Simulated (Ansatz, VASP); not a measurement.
One calculation of P, two programs

Contents of INCAR:

```
SYSTEM = P
PREC = Accurate
ENCUT = 520
EDIFF = 1E-6
ISMEAR = 0
SIGMA = 0.05
LREAL = .FALSE.
LASPH = .TRUE.
NELM = 60
ALGO = Normal
ISIF = 2
LWAVE = .FALSE.
LCHARG = .FALSE.
GGA = PS
NBANDS = 30
```

File KPOINTS:

```
regular mesh
0
G
  6 6 6
  0 0 0
```

POSCAR

```
P
1.0
    4.5164988030     -3.9859026526     -0.0094185371
    4.5164988030      3.9859026526     -0.0094185371
   -0.0334229708      0.0000000000      5.1619054080
P
8
Direct
    0.8512742797      0.8512742797      0.2375644293
    0.1487257203      0.1487257203      0.7624355707
    0.7191783959      0.7191783959      0.5855434286
    0.2808216041      0.2808216041      0.4144565714
    0.5015958456      0.7783891987      0.2493767515
    0.2216108013      0.4984041544      0.7506232485
    0.4984041544      0.2216108013      0.7506232485
    0.7783891987      0.5015958456      0.2493767515
```

Input for Ansatz:

```yaml
crystal:
  lattice:
    - [4.516498803, -3.9859026526, -0.0094185371]
    - [4.516498803, 3.9859026526, -0.0094185371]
    - [-0.0334229708, 0.0, 5.161905408]
  atoms:
    - { symbol: P, position: [0.8512742797, 0.8512742797, 0.2375644293] }
    - { symbol: P, position: [0.1487257203, 0.1487257203, 0.7624355707] }
    - { symbol: P, position: [0.7191783959, 0.7191783959, 0.5855434286] }
    - { symbol: P, position: [0.2808216041, 0.2808216041, 0.4144565714] }
    - { symbol: P, position: [0.5015958456, 0.7783891987, 0.2493767515] }
    - { symbol: P, position: [0.2216108013, 0.4984041544, 0.7506232485] }
    - { symbol: P, position: [0.4984041544, 0.2216108013, 0.7506232485] }
    - { symbol: P, position: [0.7783891987, 0.5015958456, 0.2493767515] }
basis:
  ecutwfc: 420
kpoints:
  mp_grid: { grid: [6, 6, 6] }
hamiltonian:
  xc: pbesol
scf:
  occupations: { method: gaussian, width: 0.05 }
output:
  forces: true
  stress: true
  eigenvalues: true
```

Change from the starting cell: strain +0.000 along x and y, -0.025 along z, atoms carried along.

Alike in both runs: task single point; functional PBEsol; k mesh 6 × 6 × 6; occupations gaussian, width 0.05 eV; no spin polarisation.

|  | VASP | Ansatz |
| --- | --- | --- |
| version | VASP 6.6.1 | Ansatz 0.2.0 |
| potentials or method | VASP PAW PBE potentials, release 64 (P), cutoff 520 eV | scalar-relativistic, plane waves, PAW |
| valence electrons in the cell | 40 | 40 |

|  | VASP | Ansatz | Ansatz less VASP |
| --- | --- | --- | --- |
| gap on the k mesh at the Fermi level (eV) | 2.08 | 2.09 | +0.011 |
| least direct gap on the mesh (eV) | 2.48 | 2.49 | +0.010 |
| pressure (GPa) | 1.5 | 1.7 | +0.24 |
| traceless stress, the component that is largest in VASP (GPa) | 2.07 | 2.07 | +0.006 |
| rms of the force components (eV/Å) | 0.327 | 0.364 | +0.0378 |

VASP's potentials were made for PBE, not for PBEsol. Atom by atom the forces differ by 0.051 eV/Å (rms over components).
